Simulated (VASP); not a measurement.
Set up this calculation in VASP 6.6.1, as the native input.

| Property | Result |
| --- | --- |
| Task | single point |
| Functional | LDA |
| Potentials or basis | VASP PAW LDA potentials, release 64 (V_sv, Al, C) |
| Cutoff | 520 eV |
| k mesh | 11 × 11 × 2 |
| Occupations | fermi-dirac, width 0.05 eV |
| Spin | collinear spin, ferromagnetic start |
| Starting moments | [2.0, 2.0, 2.0, 2.0, 0.0, 0.0, 0.0, 0.0] μB |
| Dipole correction | no |
| Further INCAR settings | ALGO = Normal; EDIFF = 1e-06; NBANDS = 47 |

The structure of AlV2C lies in POSCAR:

```
AlV2C
1.0
    2.8875990726      0.0000000000      0.0000000000
   -1.4437995363      2.5007341528      0.0000000000
    0.0000000000      0.0000000000     13.1048231100
V Al C
4 2 2
Direct
    0.3333333333      0.6666666667      0.9136157800
    0.6666666667      0.3333333333      0.0863842200
    0.6666666667      0.3333333333      0.4136157800
    0.3333333333      0.6666666667      0.5863842200
    0.6666666667      0.3333333333      0.7500000000
    0.3333333333      0.6666666667      0.2500000000
    0.0000000000      0.0000000000      0.5000000000
    0.0000000000      0.0000000000      0.0000000000
```

These files were run (other wordings do the same):

INCAR

```
PREC = Accurate
ENCUT = 520
EDIFF = 1E-6
ISMEAR = -1
SIGMA = 0.05
LREAL = F
LASPH = T
NELM = 150
ALGO = Normal
ISIF = 2
LWAVE = F
LCHARG = F
ISPIN = 2
MAGMOM = 2 2 2 2 0 0 0 0
LORBIT = 11
LMAXMIX = 4
GGA = CA
NBANDS = 47
```

KPOINTS

```
regular mesh
0
Gamma
  11 11 2
```

Potentials or basis: VASP PAW LDA potentials, release 64 (V_sv, Al, C).

The run is started by

```sh
$ cat potpaw_LDA.64/V_sv/POTCAR potpaw_LDA.64/Al/POTCAR potpaw_LDA.64/C/POTCAR > POTCAR
$ mpirun -np 1 vasp_std > vasp.out
```

It gave:

The pressure is -8.1 GPa, the largest force is 0.598 eV/Å and the band gap on the k mesh is zero (filled and empty bands overlap). The net moment is 0.00 μB per cell and the valence electrons inside the program's atomic spheres are V 11.75; Al 0.83; C 2.47.

Caveat: the cell stands under tension.

It took 8.4 min on 1 thread of Intel Xeon 8259CL (shared host), peak memory 0.34 GiB.
